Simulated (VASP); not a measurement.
Wanted: the native input for a VASP 6.6.1 run.

| Property | Result |
| --- | --- |
| Task | single point |
| Functional | PBE |
| Potentials or basis | VASP PAW PBE potentials, release 64 (Co, O) |
| Cutoff | 520 eV |
| k mesh | 12 × 12 × 6 |
| Occupations | gaussian, width 0.02 eV |
| Spin | collinear spin, antiferromagnetic start |
| Starting moments | [-2.54, 2.54, 0.12, -0.12] μB |
| Hubbard terms | Co d U = 3.32 eV |
| Dipole correction | no |
| Further INCAR settings | ALGO = Normal; EDIFF = 1e-06; NBANDS = 27 |

The structure of CoO lies in POSCAR:

```
CoO
1.0
    2.9104235079      0.0000000000      0.0000000000
   -1.4552117540      2.5205006937      0.0000000000
    0.0000000000      0.0000000000      5.2375954105
Co O
2 2
Direct
    0.0000000000      0.0000000000      0.0151858210
    0.3333333333      0.6666666667      0.5151895980
    0.0000000000      0.0000000000      0.3598132166
    0.3333333333      0.6666666667      0.8598123644
```

The input as run:

INCAR

```
PREC     = Accurate       # precision mode
ENCUT    = 520            # plane-wave cutoff, eV
EDIFF    = 1E-6           # SCF threshold, eV
ISMEAR   = 0              # smearing method
SIGMA    = 0.02           # smearing width, eV
LREAL    = False          # projectors in reciprocal space
LASPH    = True           # aspherical terms in the spheres
NELM     = 150            # most SCF steps
ALGO     = Normal         # electronic algorithm
ISIF     = 2              # what is computed and relaxed
LWAVE    = False          # write WAVECAR
LCHARG   = True           # write CHGCAR
ISPIN    = 2              # spin polarisation
MAGMOM   = -2.54 2.54 0.12 -0.12 # initial moments
LORBIT   = 11             # projections on sites
LMAXMIX  = 4              # l up to which the mixer works
LDAU     = True           # DFT+U
LDAUTYPE = 2            
LDAUL    = 2 -1           # shell
LDAUU    = 3.32 0         # U, eV
LDAUJ    = 0 0          
LDAUPRINT= 1            
GGA      = PE             # functional
LELF     = True           # ELF
LVHAR    = True         
NBANDS   = 27             # bands
```

KPOINTS

```
Automatic mesh
0
Gamma
  12 12 6
```

Potentials or basis: VASP PAW PBE potentials, release 64 (Co, O).

Launch:

```console
$ cat potpaw_PBE.64/Co/POTCAR potpaw_PBE.64/O/POTCAR > POTCAR
$ mpirun -np 1 vasp_std > vasp.out
```

Results of the run:

```json
{
 "Pressure": "45.0 GPa",
 "Largest force": "0.050 eV/Å",
 "Band gap on the k mesh": "1.10 eV (least direct gap 1.26 eV)",
 "Net moment": "0.00 μB per cell",
 "Site moments": "Co -2.48, +2.48; O +0.12, -0.12 μB",
 "Valence electrons inside the program's atomic spheres": "Co 8.41; O 5.12"
}
```

Caveat: the cell stands under pressure.

Wall time 76 s on 1 thread of Intel(R) Xeon(R) 6975P-C (Granite Rapids), on a shared host, peak memory 0.25 GiB.
